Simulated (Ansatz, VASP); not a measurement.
**BN: VASP beside Ansatz**

```
CELL_PARAMETERS angstrom
0.00000 1.81229 1.81229
1.81229 0.00000 1.81229
1.81229 1.81229 0.00000
ATOMIC_POSITIONS crystal
B 0.00000 0.00000 0.00000
N 0.25000 0.25000 0.25000
```

Alike in both runs: functional PBE; k mesh 12 × 12 × 12; occupations gaussian, width 0.02 eV; no spin polarisation.

Ansatz relaxed the structure, and its values are those at the end. VASP's run is a single point on that final structure, the one shown.

```csv
,VASP,Ansatz
version,VASP 6.6.1,Ansatz 0.2.0
potentials or method,"VASP PAW PBE potentials, release 64 (B, N), cutoff 600 eV","scalar-relativistic, all-electron LAPW"
```

```csv
,VASP,Ansatz,Ansatz less VASP
gap on the k mesh at the Fermi level (eV),4.45,4.46,+0.008
least direct gap on the mesh (eV),8.78,8.79,+0.008
pressure (GPa),0.0,0.0,+0.02
```

Ansatz ran all-electron here, and VASP with PAW potentials.
